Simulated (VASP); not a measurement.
Wanted: the native input for a VASP 6.6.1 run.

* Task: electric field gradients
* Functional: LDA
* Potentials or basis: VASP PAW LDA potentials, release 64 (Ga_d)
* Cutoff: 520 eV
* k mesh: 12 × 12 × 10
* Occupations: fermi-dirac, width 0.08 eV
* Spin: no spin polarisation
* Dipole correction: no
* Further INCAR settings: ALGO = Normal; EDIFF = 1e-08; NBANDS = 20

The structure of Ga lies in POSCAR:

```
Ga
1.0
    1.4355000000     -4.0243500000      0.0000000000
    1.4355000000      4.0243500000      0.0000000000
    0.0000000000      0.0000000000      3.1700000000
Ga
2
Direct
    0.8670000000      0.1330000000      0.2500000000
    0.1330000000      0.8670000000      0.7500000000
```

This cell differs from its parent crystal: equal xx and yy strain of -1 %.

One way to write it, as run:

INCAR

```
SYSTEM = Ga
PREC = Accurate
ENCUT = 520
EDIFF = 1E-8
ISMEAR = -1
SIGMA = 0.08
LREAL = .False.
LASPH = .True.
NELM = 80
ALGO = Normal
ISIF = 2
LWAVE = .False.
LCHARG = .False.
LEFG = .True.
NBANDS = 20
```

KPOINTS

```
regular mesh
0
Gamma
  12 12 10
  0 0 0
```

Potentials or basis: VASP PAW LDA potentials, release 64 (Ga_d).

The run is started by

```sh
$ cat potpaw_LDA.64/Ga_d/POTCAR > POTCAR
$ mpirun -np 1 vasp_std > vasp.out
```

Results of the run:

| Quantity | Value |
| --- | --- |
| Pressure | -2.9 GPa |
| Largest force | 0.189 eV/Å |
| Band gap on the k mesh | zero (bands 13 and 14 overlap by 9.30 eV) |
| Largest electric field gradient by atom | Ga -27.8 V/Å² |

Caveat: the cell differs from its parent crystal (equal xx and yy strain of -1 %); without QUAD_EFG the Cq values of the log hold for a quadrupole moment of 1 mb, not for the nuclei.

It took 75 s on 1 thread of Intel(R) Xeon(R) Platinum 8488C (Sapphire Rapids), with other jobs on the host, peak memory 0.25 GiB.
